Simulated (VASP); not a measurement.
# TiC (Fm-3m) in VASP: notebook, part 2 of 2

VASP 6.6.1. The steps go on from the part before.

### 5 Single point, PBE

INCAR

```
SYSTEM = TiC
PREC = Accurate
ENCUT = 520
EDIFF = 1E-7
ISMEAR = -1
SIGMA = 0.02
LREAL = .FALSE.
LASPH = .TRUE.
NELM = 60
ALGO = Normal
ISIF = 2
LWAVE = .FALSE.
LCHARG = .TRUE.
GGA = PE
LELF = .TRUE.
LVHAR = .TRUE.
NBANDS = 15
```

KPOINTS

```
regular mesh
0
G
  6 6 6
  0 0 0
```

POSCAR

```
TiC
1.0
    0.0000000000      2.1657188437      2.1657188437
    2.1657188437      0.0000000000      2.1657188437
    2.1657188437      2.1657188437      0.0000000000
Ti C
1 1
Direct
    0.0000000000      0.0000000000      0.0000000000
    0.5000000000      0.5000000000      0.5000000000
```

Potentials or basis: VASP PAW PBE potentials, release 64 (Ti_sv, C).

The run is started by

```bash
$ cat potpaw_PBE.64/Ti_sv/POTCAR potpaw_PBE.64/C/POTCAR > POTCAR
$ mpirun -np 1 vasp_std > vasp.out
```

OUTCAR:

```text
SYSTEM = TiC
   PREC = Accurate
   ENCUT = 520
   EDIFF = 1E-7
   ISMEAR = -1
   LREAL = .FALSE.
   LASPH = .TRUE.
   NELM = 60
   ISIF = 2
   GGA = PE

 ion  position               nearest neighbor table
   1  0.000  0.000  0.000-   2 2.17   2 2.17   2 2.17   2 2.17   2 2.17   2 2.17
   2  0.500  0.500  0.500-   1 2.17   1 2.17   1 2.17   1 2.17   1 2.17   1 2.17

  LATTYP: Found a face centered cubic cell.
 ALAT       =     4.3314376874

  Lattice vectors:

 A1 = (   0.0000000000,   2.1657188437,   2.1657188437)
 A2 = (   2.1657188437,   0.0000000000,   2.1657188437)
 A3 = (   2.1657188437,   2.1657188437,   0.0000000000)

Analysis of symmetry for initial positions (statically):
=====================================================================
 Subroutine PRICEL returns:
 Original cell was already a primitive cell.

 Routine SETGRP: Setting up the symmetry group for a
 face centered cubic supercell.

 Subroutine GETGRP returns: Found 48 space group operations
[... 9 lines left out ...]

 Routine SETGRP: Setting up the symmetry group for a
 face centered cubic supercell.

 Subroutine GETGRP returns: Found 48 space group operations
[... 11 lines left out ...]
                                     Primitive cell

  volume of cell :      20.3159

  direct lattice vectors                    reciprocal lattice vectors
     0.000000000  2.165718844  2.165718844    -0.230870227  0.230870227  0.230870227
     2.165718844  0.000000000  2.165718844     0.230870227 -0.230870227  0.230870227
     2.165718844  2.165718844  0.000000000     0.230870227  0.230870227 -0.230870227

  length of vectors
     3.062788961  3.062788961  3.062788961     0.399878962  0.399878962  0.399878962

  position of ions in fractional coordinates (direct lattice)
[... 8 lines left out ...]
----------------------------------------------------------------------------------------

 KPOINTS: regular mesh

Automatic generation of k-mesh.
 Grid dimensions read from file:
 generate k-points for:    6    6    6

 Generating k-lattice:

  Cartesian coordinates                     Fractional coordinates (reciprocal lattice)
    -0.038478371  0.038478371  0.038478371     0.166666667  0.000000000  0.000000000
     0.038478371 -0.038478371  0.038478371     0.000000000  0.166666667  0.000000000
     0.038478371  0.038478371 -0.038478371     0.000000000  0.000000000  0.166666667

  Length of vectors
     0.066646494  0.066646494  0.066646494

  Shift w.r.t. Gamma in fractional coordinates (k-lattice)
     0.000000000  0.000000000  0.000000000

 Subroutine IBZKPT returns following result:
 ===========================================

 Found     16 irreducible k-points:

 Following reciprocal coordinates:
            Coordinates               Weight
  0.000000  0.000000  0.000000      1.000000
  0.166667  0.000000  0.000000      8.000000
  0.333333  0.000000  0.000000      8.000000
  0.500000  0.000000  0.000000      4.000000
  0.166667  0.166667  0.000000      6.000000
  0.333333  0.166667  0.000000     24.000000
[... 8 lines left out ...]
 -0.333333  0.333333  0.166667     24.000000
 -0.333333  0.500000  0.166667     12.000000
   k-points           NKPTS =     16   k-points in BZ     NKDIM =     16   number of bands    NBANDS=     15
   number of dos      NEDOS =    301   number of ions     NIONS =      2
   total plane-waves  NPLWV =  13824
   dimension x,y,z NGX =    24 NGY =   24 NGZ =   24
   dimension x,y,z NGXF=    48 NGYF=   48 NGZF=   48
   ions per type =               1   1
   NGX,Y,Z   is equivalent  to a cutoff of  13.03, 13.03, 13.03 a.u.
   NGXF,Y,Z  is equivalent  to a cutoff of  26.05, 26.05, 26.05 a.u.
 SYSTEM =  TiC
   PREC   = accura    normal or accurate (medium, high low for compatibility)
   ISTART =      0    job   : 0-new  1-cont  2-samecut
   ICHARG =      2    charge: 1-file 2-atom 10-const
   ISPIN  =      1    spin polarized calculation?
   LNONCOLLINEAR =      F non collinear calculations
   LSORBIT =      F    spin-orbit coupling
   LASPH  =      T    aspherical Exc in radial PAW
   ENCUT  =  520.0 eV  38.22 Ry    6.18 a.u.   5.69  5.69  5.69*2*pi/ulx,y,z
   NELM   =     60;   NELMIN=  2; NELMDL= -5     # of ELM steps
   EDIFF  = 0.1E-06   stopping-criterion for ELM
   LREAL  =      F    real-space projection
   EDIFFG = 0.1E-05   stopping-criterion for IOM
   NSW    =      0    number of steps for IOM
   IBRION =     -1    ionic relax: 0-MD 1-quasi-New 2-CG
   NFREE  =      0    steps in history (QN), initial steepest desc. (CG)
   ISIF   =      2    stress and relaxation
   ISYM   =      2    0-nonsym 1-usesym 2-fastsym
   POTIM  = 0.5000    time-step for ionic-motion
   TEBEG  =    0.0;   TEEND  =   0.0 temperature during run
   PSTRESS=    0.0 pullay stress
   NELECT =      16.0000    total number of electrons
   NUPDOWN=      -1.0000    fix difference up-down
   EMIN   =  10.00;   EMAX   =-10.00  energy-range for DOS
   EFERMI =   0.00;   METHOD = LEGACY
   ISMEAR =    -1;   SIGMA  =   0.02  broadening in eV -4-tet -1-fermi 0-gaus
   EFERMI_NEDOS =   21; number of points for ismear=-14 and -15
   IALGO  =     38    algorithm
   IMIX   =      4    mixing-type and parameters
     AMIX     =   0.40;   BMIX     =  1.00
     AMIX_MAG =   1.60;   BMIX_MAG =  1.00
  volume/ion in A,a.u.               =      10.16        68.55
  Fermi-wavevector in a.u.,A,eV,Ry     =   1.511829  2.856943 31.097854  2.285628
  Thomas-Fermi vector in A             =   2.621834
   LORBIT       =      0    0 simple, 1 ext, 2 COOP (PROOUT), +10 PAW based schemes
   GGA     = PE    functional components
   LHFCALC =     F    Hartree Fock is set to
   AEXX    =    0.0000 exact exchange contribution
   IVDW    =     0    specifies the selected vdW correction
   LEPSILON=     F    determine dielectric tensor
   LRPA    =     F    only Hartree local field effects (RPA)
 non-spin polarized calculation
  energy-cutoff  :      520.00
  volume of cell :       20.32
 maximum number of plane-waves:       568
   NGX = 11   NGY = 11   NGZ = 11

 number of electron      16.0000000 magnetization

 Free energy of the ion-electron system (eV)
  ---------------------------------------------------
  ext. energy  EPLUGINS =         0.00000000
  ---------------------------------------------------
  free energy    TOTEN  =       -18.69731644 eV

  energy without entropy =      -18.69707575  energy(sigma->0) =      -18.69719609

 E-fermi :   9.3006     XC(G=0): -12.6968

 val. band max:        9.2084622388   @ k =   0.1667   0.1667   0.0000
 cond. band min:       9.3815689258   @ k =   0.5000   0.5000   0.0000
 fundamental gap:      0.1731066871
 Fermi energy:         9.3005704162

 k-point     1 :       0.0000    0.0000    0.0000
  band No.  band energies     occupation
      1     -47.1745      2.00000
      2     -23.1988      2.00000
      3     -23.1988      2.00000
      4     -23.1988      2.00000
      5      -2.9808      2.00000
      6      10.1070      0.00000
      7      10.1070      0.00000
      8      10.1070      0.00000
      9      11.0954      0.00000
     10      11.0954      0.00000
     11      11.0954      0.00000
     12      11.1270      0.00000
     13      11.1270      0.00000
     14      19.8991      0.00000
     15      23.4454      0.00000
[... 253 lines left out ...]
 k-point    16 :      -0.3333    0.5000    0.1667
  band No.  band energies     occupation
      1     -47.0775      2.00000
      2     -23.5671      2.00000
      3     -23.4339      2.00000
      4     -23.3724      2.00000
      5      -0.2684      2.00000
      6       6.0662      2.00000
      7       6.6936      2.00000
      8       7.2386      2.00000
      9      11.2174      0.00000
     10      12.7548      0.00000
     11      12.9308      0.00000
     12      13.8916      0.00000
     13      14.9636      0.00000
     14      23.1173      0.00000
     15      23.4793      0.00000

------------------------ aborting loop because EDIFF is reached ----------------------------------------

  FORCE on cell =-STRESS in cart. coord.  units (eV):
  Direction    XX          YY          ZZ          XY          YZ          ZX
  --------------------------------------------------------------------------------------
  -------------------------------------------------------------------------------------
  Total        0.0632810      0.0632810      0.0632810      0.0000000      0.0000000     -0.0000000
  in kB        4.9905411      4.9905411      4.9905411      0.0000000      0.0000000     -0.0000000
  external PRESSURE =       4.9905411 kB  Pullay stress =       0.0000000 kB

 VOLUME and BASIS-vectors are now :
 -----------------------------------------------------------------------------
  energy-cutoff  :      520.00
  volume of cell :       20.32
      direct lattice vectors                 reciprocal lattice vectors
     0.000000000  2.165718844  2.165718844    -0.230870227  0.230870227  0.230870227
     2.165718844  0.000000000  2.165718844     0.230870227 -0.230870227  0.230870227
     2.165718844  2.165718844  0.000000000     0.230870227  0.230870227 -0.230870227

 POSITION                                       TOTAL-FORCE (eV/Angst)
 -----------------------------------------------------------------------------------
      0.00000      0.00000      0.00000         0.000000     -0.000000     -0.000000
      2.16572      2.16572      2.16572        -0.000000      0.000000      0.000000
 -----------------------------------------------------------------------------------
    total drift:                                0.000000     -0.000000     -0.000000

  FREE ENERGIE OF THE ION-ELECTRON SYSTEM (eV)
  ---------------------------------------------------
  free  energy   TOTEN  =       -18.6973164390 eV

  energy  without entropy=      -18.6970757488  energy(sigma->0) =      -18.69719609
```

Wall time 6.5 s (1 thread of Intel Xeon Platinum 8488C (Sapphire Rapids), shared host); peak memory 0.14 GiB.

What came out:

```
Free energy            : -18.6973 eV
Pressure               : 0.5 GPa
Band gap on the k mesh : zero (band 8 reaches 10.11 eV, above the bottom of band 9 at 9.07 eV)
```

Caveat: the k points lie up to 0.42 Å⁻¹ apart.

### 6 Summary

```csv
k mesh,smearing,gap on the mesh (eV),pressure (GPa)
11 × 11 × 11,gaussian 0.014 eV,none,0.5
11 × 11 × 11,gaussian 0.015 eV,none,0.5
11 × 11 × 11,gaussian 0.016 eV,none,0.5
6 × 6 × 6,fermi-dirac 0.02 eV,none,0.5
```

Alike in all rows: task single point; level PBE; potentials or basis VASP PAW PBE potentials, release 64 (Ti_sv, C); no spin polarisation; cell as given; cutoff (eV) 520.

Caveats: some runs use coarse meshes.

Absolute energies hang on the potentials; compare differences alone.
